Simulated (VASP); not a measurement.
## CsMoPb4: single point with PBE

CsMoPb4:

```
Cs Mo Pb
1.0
     3.51924    0.00000    0.00000
    -1.75962    3.04775    0.00000
     0.00000    0.00000   16.66763
Cs Mo Pb
1 1 4
Direct
  0.00000 0.00000 0.00000
  0.00000 0.00000 0.50000
  0.33333 0.66667 0.80016
  0.33333 0.66667 0.37406
  0.66667 0.33333 0.62594
  0.66667 0.33333 0.19984
```

The cell was built from a structure type or drawn by symmetry, and may not be a known phase.

```
Program             : VASP 6.6.1
Task                : single point
Functional          : PBE
Potentials or basis : VASP PAW PBE potentials, release 64 (Cs_sv, Mo_sv, Pb_d)
Cutoff              : 520 eV
k mesh              : 6 × 6 × 1
Occupations         : gaussian, width 0.1 eV
Spin                : no spin polarisation
```

| Property | Result |
| --- | --- |
| Pressure | 0.1 GPa |
| Largest force | 0.041 eV/Å |
| Band gap on the k mesh | zero (an odd number of electrons rules out a gap without spin polarisation) |

Forces in eV/Å, atoms in the order of the input:
```
Cs   0.000  0.000  0.000
Mo   0.000  0.000  0.000
Pb   0.000  0.000 -0.041
Pb   0.000  0.000 -0.007
Pb   0.000  0.000  0.007
Pb   0.000  0.000  0.041
```

Stress tensor (GPa, compression positive):
```
0.00 0.00 0.00
0.00 0.00 0.00
0.00 0.00 0.25
```

Levels at points of the mesh, in eV from the Fermi level:
```tsv
k point	band 36	band 37	band 38	band 39	band 40	band 41	band 42	band 43	band 44	band 45
(0.00, 0.00, 0.00)	-0.52	-0.52	0.23	0.38	0.38	1.19	2.20	3.74	3.74	5.70
(0.50, 0.00, 0.00)	-2.38	-1.65	-1.06	-0.51	-0.12	-0.04	0.45	1.50	1.66	2.13
```

Run time: 92 s on 1 thread of Intel(R) Xeon(R) Platinum 8488C (Sapphire Rapids), on a shared host, peak memory 0.31 GiB.

Caveat: the k points lie up to 0.38 Å⁻¹ apart, too coarse for converged energies and pressures of a metal; spin-orbit coupling is left out, which moves the levels of the heavy elements.
